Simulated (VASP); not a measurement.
# AgBr (Fm-3m) in VASP: a series of runs

AgBr is run at these levels: PBE; tasks: single point.

Everything below comes from runs of VASP 6.6.1. Logs are shortened: lines on timing, memory, paths and dates and some standing lists are left out, and cuts for length are marked.

## Step 1: The cell of the first run

Symmetry: Fm-3m, No. 225, cubic system. Conventional cell: a = 5.841 Å, b = 5.841 Å, c = 5.841 Å, α = 90.00°, β = 90.00°, γ = 90.00°. Ag (site symmetry m-3m) has 6 Br at 2.92 Å within 3.8 Å. Within 3.8 Å of Br (site symmetry m-3m) lie 6 Ag at 2.92 Å.

## Step 2: Single point, PBE

INCAR

```
PREC     = Accurate       # precision mode
ENCUT    = 500            # plane-wave cutoff, eV
EDIFF    = 1E-6           # SCF threshold, eV
ISMEAR   = -1             # smearing method
SIGMA    = 0.001          # smearing width, eV
LREAL    = F              # projectors in reciprocal space
LASPH    = T              # aspherical terms in the spheres
NELM     = 120            # most SCF steps
ALGO     = Normal         # electronic algorithm
ISIF     = 2              # what is computed and relaxed
LWAVE    = F              # write WAVECAR
LCHARG   = T              # write CHGCAR
GGA      = PE             # functional
LELF     = T              # ELF
LVHAR    = T            
NBANDS   = 16             # bands
ISYM     = 0            
GGA_COMPAT= F
```

KPOINTS

```
Automatic mesh
0
Gamma
  10 10 10
  0.5 0.5 0.5
```

POSCAR

```
AgBr
1.0
    0.0000000000      2.9202557431      2.9202557431
    2.9202557431      0.0000000000      2.9202557431
    2.9202557431      2.9202557431      0.0000000000
Ag Br
1 1
Direct
    0.5000000000      0.5000000000      0.5000000000
    0.0000000000      0.0000000000      0.0000000000
```

Potentials or basis: VASP PAW PBE potentials, release 64 (Ag, Br).

On the command line:

```console
> cat potpaw_PBE.64/Ag/POTCAR potpaw_PBE.64/Br/POTCAR > POTCAR
> mpirun -np 1 vasp_std > vasp.out
```

OUTCAR:

```text
PREC = Accurate
   ENCUT = 500
   EDIFF = 1E-6
   ISMEAR = -1
   LREAL = F
   LASPH = T
   NELM = 120
   ISIF = 2
   GGA = PE
   ISYM = 0

 ion  position               nearest neighbor table
   1  0.500  0.500  0.500-   2 2.92   2 2.92   2 2.92   2 2.92   2 2.92   2 2.92
   2  0.000  0.000  0.000-   1 2.92   1 2.92   1 2.92   1 2.92   1 2.92   1 2.92

IMPORTANT INFORMATION: All symmetrisations will be switched off!
NOSYMM: (Re-)initialisation of all symmetry stuff for point group C_1.

----------------------------------------------------------------------------------------

                                     Primitive cell

  volume of cell :      49.8073

  direct lattice vectors                    reciprocal lattice vectors
     0.000000000  2.920255743  2.920255743    -0.171217881  0.171217881  0.171217881
     2.920255743  0.000000000  2.920255743     0.171217881 -0.171217881  0.171217881
     2.920255743  2.920255743  0.000000000     0.171217881  0.171217881 -0.171217881

  length of vectors
     4.129865277  4.129865277  4.129865277     0.296558069  0.296558069  0.296558069

  position of ions in fractional coordinates (direct lattice)
     0.500000000  0.500000000  0.500000000
     0.000000000  0.000000000  0.000000000

  ion indices of the primitive-cell ions
   primitive index   ion index
                 1           1
                 2           2

----------------------------------------------------------------------------------------

 KPOINTS: Automatic mesh

Automatic generation of k-mesh.
 Grid dimensions read from file:
 generate k-points for:   10   10   10

 Generating k-lattice:

  Cartesian coordinates                     Fractional coordinates (reciprocal lattice)
    -0.017121788  0.017121788  0.017121788     0.100000000  0.000000000  0.000000000
     0.017121788 -0.017121788  0.017121788     0.000000000  0.100000000  0.000000000
     0.017121788  0.017121788 -0.017121788     0.000000000  0.000000000  0.100000000

  Length of vectors
     0.029655807  0.029655807  0.029655807

  Shift w.r.t. Gamma in fractional coordinates (k-lattice)
     0.500000000  0.500000000  0.500000000

 Subroutine IBZKPT returns following result:
 ===========================================

 Found   2000 irreducible k-points:
[... 35 lines left out ...]
   NGXF,Y,Z  is equivalent  to a cutoff of  24.15, 24.15, 24.15 a.u.
 SYSTEM =  unknown system
   PREC   = accura    normal or accurate (medium, high low for compatibility)
   ISTART =      0    job   : 0-new  1-cont  2-samecut
   ICHARG =      2    charge: 1-file 2-atom 10-const
   ISPIN  =      1    spin polarized calculation?
   LNONCOLLINEAR =      F non collinear calculations
   LSORBIT =      F    spin-orbit coupling
   LASPH  =      T    aspherical Exc in radial PAW
   ENCUT  =  500.0 eV  36.75 Ry    6.06 a.u.   7.53  7.53  7.53*2*pi/ulx,y,z
   NELM   =    120;   NELMIN=  2; NELMDL= -5     # of ELM steps
   EDIFF  = 0.1E-05   stopping-criterion for ELM
   LREAL  =      F    real-space projection
   EDIFFG = 0.1E-04   stopping-criterion for IOM
   NSW    =      0    number of steps for IOM
   IBRION =     -1    ionic relax: 0-MD 1-quasi-New 2-CG
   NFREE  =      0    steps in history (QN), initial steepest desc. (CG)
   ISIF   =      2    stress and relaxation
   ISYM   =      0    0-nonsym 1-usesym 2-fastsym
   POTIM  = 0.5000    time-step for ionic-motion
   TEBEG  =    0.0;   TEEND  =   0.0 temperature during run
   PSTRESS=    0.0 pullay stress
   NELECT =      18.0000    total number of electrons
   NUPDOWN=      -1.0000    fix difference up-down
   EMIN   =  10.00;   EMAX   =-10.00  energy-range for DOS
   EFERMI =   0.00;   METHOD = LEGACY
   ISMEAR =    -1;   SIGMA  =   0.00  broadening in eV -4-tet -1-fermi 0-gaus
   EFERMI_NEDOS =   21; number of points for ismear=-14 and -15
   IALGO  =     38    algorithm
   IMIX   =      4    mixing-type and parameters
     AMIX     =   0.40;   BMIX     =  1.00
     AMIX_MAG =   1.60;   BMIX_MAG =  1.00
  volume/ion in A,a.u.               =      24.90       168.06
  Fermi-wavevector in a.u.,A,eV,Ry     =   1.166097  2.203604 18.500969  1.359783
  Thomas-Fermi vector in A             =   2.302615
   LORBIT       =      0    0 simple, 1 ext, 2 COOP (PROOUT), +10 PAW based schemes
   GGA     = PE    functional components
   LHFCALC =     F    Hartree Fock is set to
   AEXX    =    0.0000 exact exchange contribution
   IVDW    =     0    specifies the selected vdW correction
   LEPSILON=     F    determine dielectric tensor
   LRPA    =     F    only Hartree local field effects (RPA)
 non-spin polarized calculation
  energy-cutoff  :      500.00
  volume of cell :       49.81
 maximum number of plane-waves:      1286
   NGX = 15   NGY = 15   NGZ = 15

 number of electron      18.0000001 magnetization

 Free energy of the ion-electron system (eV)
  ---------------------------------------------------
  ext. energy  EPLUGINS =         0.00000000
  ---------------------------------------------------
  free energy    TOTEN  =        -5.00035444 eV

  energy without entropy =       -5.00035444  energy(sigma->0) =       -5.00035444

 E-fermi :   3.0033     XC(G=0):  -9.5976

 val. band max:        2.9687789238   @ k =   0.4000   0.4500   0.4000
 cond. band min:       3.8482313067   @ k =   0.0500   0.0500   0.0500
 fundamental gap:      0.8794523829
 Fermi energy:         3.0032992411

 k-point     1 :       0.0500    0.0500    0.0500
  band No.  band energies     occupation
      1     -11.7472      2.00000
      2       0.3315      2.00000
      3       0.3315      2.00000
      4       0.3774      2.00000
      5       0.4195      2.00000
      6       0.4195      2.00000
[... 433 lines left out ...]
      3      -0.3833      2.00000
      4      -0.1812      2.00000
      5       0.5026      2.00000
      6       0.5327      2.00000
[... 8 lines left out ...]
     15      14.3187      0.00000
     16      14.6160      0.00000

 [... further k-points ...]
[... 5 lines left out ...]
  --------------------------------------------------------------------------------------
  -------------------------------------------------------------------------------------
  Total       -0.0084333     -0.0084351     -0.0084339      0.0000017      0.0000015      0.0000016
  in kB       -0.2712801     -0.2713368     -0.2712971      0.0000540      0.0000488      0.0000520
  external PRESSURE =      -0.2713047 kB  Pullay stress =       0.0000000 kB

 VOLUME and BASIS-vectors are now :
 -----------------------------------------------------------------------------
  energy-cutoff  :      500.00
  volume of cell :       49.81
      direct lattice vectors                 reciprocal lattice vectors
     0.000000000  2.920255743  2.920255743    -0.171217881  0.171217881  0.171217881
     2.920255743  0.000000000  2.920255743     0.171217881 -0.171217881  0.171217881
     2.920255743  2.920255743  0.000000000     0.171217881  0.171217881 -0.171217881

 POSITION                                       TOTAL-FORCE (eV/Angst)
 -----------------------------------------------------------------------------------
      2.92026      2.92026      2.92026         0.000000      0.000000     -0.000000
      0.00000      0.00000      0.00000        -0.000000     -0.000000      0.000000
 -----------------------------------------------------------------------------------
    total drift:                                0.000000     -0.000000     -0.000000

  FREE ENERGIE OF THE ION-ELECTRON SYSTEM (eV)
  ---------------------------------------------------
  free  energy   TOTEN  =        -5.0003544352 eV

  energy  without entropy=       -5.0003544352  energy(sigma->0) =       -5.00035444
```

stdout:

```text
POSCAR found type information on POSCAR AgBr
 POSCAR found :  2 types and       2 ions
 scaLAPACK will be used
 LDA part: xc-table for (Slater+PW92), standard interpolation
 POSCAR, INCAR and KPOINTS ok, starting setup
 FFT: planning ... GRIDC
 FFT: planning ... GRID_SOFT
 FFT: planning ... GRID
 WAVECAR not read
 entering main loop
```

It took 8.9 min on 1 thread of Intel Xeon 6975P-C (Granite Rapids), shared host; peak memory 1.5 GiB.

What came out:

```
Free energy            : -5.0004 eV
Pressure               : 0.0 GPa
Band gap on the k mesh : 0.88 eV (least direct gap 2.51 eV)
```

Levels at points of the mesh, in eV from the valence-band top:
```csv
k point,band 5,band 6,band 7,band 8,band 9,band 10,band 11,band 12,band 13,band 14
"(0.05, 0.05, 0.05)",-2.55,-2.55,-1.82,-1.63,-1.63,0.88,9.61,9.93,9.93,11.31
```

Caveat: a shifted mesh leaves out Γ, where band edges can lie.

## Step 3: Single point, PBE

INCAR

```
PREC = Accurate ; ENCUT = 500
EDIFF = 1E-6 ; ISMEAR = 0
SIGMA = 0.05 ; LREAL = F
LASPH = T ; NELM = 120
ALGO = Normal ; ISIF = 2
LWAVE = F ; LCHARG = T
GGA = PE ; LELF = T
LVHAR = T ; ISYM = 0
NBANDS = 16 ; GGA_COMPAT = F
```

KPOINTS is that of step 2.

POSCAR is that of step 2.

Potentials or basis: VASP PAW PBE potentials, release 64 (Ag, Br).

On the command line:

```console
> cat potpaw_PBE.64/Ag/POTCAR potpaw_PBE.64/Br/POTCAR > POTCAR
> mpirun -np 1 vasp_std > vasp.out
```

Wall time 9.2 min (1 thread of Intel Xeon 6975P-C (Granite Rapids), shared host); peak memory 1.5 GiB.

The run converged. Its results:

```yaml
Free_energy: -5.0004 eV
Pressure: 0.0 GPa
Band_gap_on_the_k_mesh: 0.88 eV (least direct gap 2.51 eV)
```

Levels at points of the mesh, in eV from the valence-band top:
```tsv
k point	band 7	band 8	band 9	band 10	band 11	band 12
(0.05, 0.05, 0.05)	-1.82	-1.63	-1.63	0.88	9.61	9.93
```

Caveat: a shifted mesh leaves out Γ, where band edges can lie. A k mesh can miss the band edges.
